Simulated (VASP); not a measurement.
Input of a VASP 6.6.1 run:

File POSCAR:

```
SnO2
1.0
   -2.0348074438      2.0348074438      5.2223819485
    2.0348074438     -2.0348074438      5.2223819485
    2.0348074438      2.0348074438     -5.2223819485
Sn O
2 4
Direct
    0.7500000000      0.2500000000      0.5000000000
    0.0000000000      0.0000000000      0.0000000000
    0.7991234845      0.7991234845      0.0000000000
    0.9508765155      0.4508765155      0.5000000000
    0.2008765155      0.2008765155      0.0000000000
    0.5491234845      0.0491234845      0.5000000000
```

INCAR.step1

```
SYSTEM = SnO2
ALGO = Normal
EDIFF = 1E-4
ENCUT = 520
GGA = PE
ISMEAR = 0
LASPH = .TRUE.
LCHARG = .FALSE.
LREAL = .FALSE.
LWAVE = .TRUE.
NBANDS = 35
NELM = 60
PREC = Accurate
SIGMA = 0.02
```

INCAR.step2

```
SYSTEM = SnO2
ALGO = Normal
EDIFF = 1E-6
ENCUT = 520
ISIF = 2
ISMEAR = 0
ISTART = 1
LASPH = .TRUE.
LCHARG = .FALSE.
LMIXTAU = .TRUE.
LREAL = .FALSE.
LWAVE = .FALSE.
METAGGA = R2SCAN
NBANDS = 35
NELM = 60
PREC = Accurate
SIGMA = 0.02
```

File KPOINTS:

```
k-points
0
G
  10 10 10
  0 0 0
```

Potentials or basis: VASP PAW PBE potentials, release 64 (Sn_d, O).

The run is started by

```sh
$ cat potpaw_PBE.64/Sn_d/POTCAR potpaw_PBE.64/O/POTCAR > POTCAR
$ cp INCAR.step1 INCAR
$ mpirun -np 1 vasp_std > vasp.out
$ cp INCAR.step2 INCAR
$ mpirun -np 1 vasp_std > vasp.out
```

Task: Predict the band gap on the k mesh.

Result: 1.83 eV (least direct gap 2.14 eV).

Task: Estimate the pressure.

Result: -7.7 GPa.

Stress tensor (GPa, compression positive):
```
-7.79  0.00  0.00
 0.00 -7.79  0.00
 0.00  0.00 -7.37
```

Caveat: the cell stands under tension; the PAW data sets were made with another functional, which shifts forces and pressure a little; spin-orbit coupling is left out, which moves the levels of the heavy elements. A k mesh can miss the band edges.
